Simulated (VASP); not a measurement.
SrTiO3:

```
Sr Ti O
1.0
     3.90685    0.00000    0.00000
     0.00000    3.90685    0.00000
     0.00000    0.00000    3.78965
Sr Ti O
1 1 3
Direct
  0.00000 0.00000 0.00000
  0.50000 0.50000 0.50000
  0.50000 0.50000 0.00000
  0.50000 0.00000 0.50000
  0.00000 0.50000 0.50000
```

This cell differs from its parent crystal: uniaxial z strain -3.0%.

Base run:

* Program: VASP 6.6.1
* Functional: r2SCAN
* Potentials or basis: VASP PAW PBE potentials, release 64 (Sr_sv, Ti_sv, O)
* Cutoff: 520 eV
* k mesh: 6 × 6 × 6
* Occupations: gaussian, width 0.01 eV
* Spin: no spin polarisation

Its results: band gap on the k mesh 2.29 eV (least direct gap 2.65 eV); pressure 7.5 GPa.

Problem. The run is repeated on the same cell with these changes: functional from r2SCAN to PBE; occupations from gaussian, width 0.01 eV to fermi-dirac, width 0.02 eV. What comes out?

Solution. Band gap on the k mesh 1.85 eV (least direct gap 2.18 eV); pressure 11.2 GPa.

Caveats: the cell stands under pressure; the PAW data sets were made with another functional, which shifts forces and pressure a little (at least some runs).

A k mesh can miss the band edges.
